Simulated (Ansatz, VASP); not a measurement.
# BeS in VASP and in Ansatz

INCAR

```
SYSTEM = BeS
PREC = Accurate
ENCUT = 520
EDIFF = 1E-7
ISMEAR = 0
SIGMA = 0.01
LREAL = .False.
LASPH = .True.
NELM = 60
ALGO = Normal
ISIF = 2
LWAVE = .False.
LCHARG = .True.
GGA = PE
LELF = .True.
LVHAR = .True.
NBANDS = 16
```

Contents of KPOINTS:

```
regular mesh
0
Gamma
  9 9 4
  0 0 0
```

Contents of POSCAR:

```
BeS
1.0
    3.3004838062      0.0000000000      0.0000000000
   -1.6502419031      2.8583028210      0.0000000000
    0.0000000000      0.0000000000      5.2469311268
Be S
2 2
Direct
    0.0000000000      0.0000000000      0.0000000000
    0.0000000000      0.0000000000      0.5000000000
    0.3333333333      0.6666666667      0.2500000000
    0.6666666667      0.3333333333      0.7500000000
```

Input for Ansatz:

```yaml
crystal:
  lattice:
    - [3.3004838062, 0.0, 0.0]
    - [-1.6502419031, 2.858302821, 0.0]
    - [0.0, 0.0, 5.2469311268]
  atoms:
    - { symbol: Be, position: [0.0, 0.0, 0.0] }
    - { symbol: Be, position: [0.0, 0.0, 0.5] }
    - { symbol: S, position: [0.3333333333, 0.6666666667, 0.25] }
    - { symbol: S, position: [0.6666666667, 0.3333333333, 0.75] }
kpoints:
  mp_grid: { grid: [9, 9, 4] }
hamiltonian:
  xc: pbe
scf:
  occupations: { method: fixed }
  n_extra_bands: 5
output:
  forces: true
  stress: true
  eigenvalues: true
```

Alike in both runs: task single point; functional PBE; k mesh 9 × 9 × 4; no spin polarisation.

|  | VASP | Ansatz |
| --- | --- | --- |
| version | VASP 6.6.1 | Ansatz 0.2.0 |
| potentials or method | VASP PAW PBE potentials, release 64 (Be, S) | plane waves, PAW |
| plane-wave cutoff (eV) | 520 | 420 |
| occupations | gaussian, width 0.01 eV | fixed |
| valence electrons in the cell | 16 | 16 |

|  | VASP | Ansatz | Ansatz less VASP |
| --- | --- | --- | --- |
| gap on the k mesh at the Fermi level (eV) | 1.45 | 1.45 | -0.008 |
| pressure (GPa) | -0.1 | 0.0 | +0.08 |
